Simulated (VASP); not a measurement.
Write the native input for VASP 6.6.1 that does the following.

```yaml
Task: single point
Functional: PBE
Potentials_or_basis: VASP PAW PBE potentials, release 64 (Ge_d, S)
Cutoff: 520 eV
k_mesh: 7 × 7 × 1
Occupations: gaussian, width 0.1 eV
Spin: no spin polarisation
Dipole_correction: yes
Further_INCAR_settings: ALGO = Normal; EDIFF = 1e-06; NBANDS = 39
```

The structure of Ge4S lies in POSCAR:

```
Ge4S
1.0
    4.0740542171      0.0000000000      0.0000000000
    0.0000000000      4.0740542171      0.0000000000
    0.0000000000      0.0000000000     19.8557569412
Ge S
4 1
Direct
    0.0000000000      0.5000000000      0.2014529092
    0.0000000000      0.0000000000      0.2739958843
    0.5000000000      0.0000000000      0.3493666172
    0.5000000000      0.5000000000      0.4208228861
    0.6250000000      1.0000000000      0.4762252509
```

One way to write it, as run:

INCAR

```
PREC = Accurate
ENCUT = 520
EDIFF = 1E-6
ISMEAR = 0
SIGMA = 0.1
LREAL = F
LASPH = T
NELM = 60
ALGO = Normal
ISIF = 2
LWAVE = F
LCHARG = F
LDIPOL = T
IDIPOL = 3
DIPOL = 0.5 0.5 0.344
GGA = PE
NBANDS = 39
```

KPOINTS

```
Automatic mesh
0
Gamma
  7 7 1
```

Potentials or basis: VASP PAW PBE potentials, release 64 (Ge_d, S).

Launch:

```sh
$ cat potpaw_PBE.64/Ge_d/POTCAR potpaw_PBE.64/S/POTCAR > POTCAR
$ mpirun -np 1 vasp_std > vasp.out
```

Results of the run:

```
Largest force          : 1.079 eV/Å
Band gap on the k mesh : zero (band 31 reaches -1.06 eV, above the bottom of band 32 at -2.02 eV)
```

It took 5.6 min on 1 thread of Intel(R) Xeon(R) Platinum 8259CL CPU @ 2.50GHz (Skylake/Cascade Lake), with other jobs on the host, peak memory 0.45 GiB.
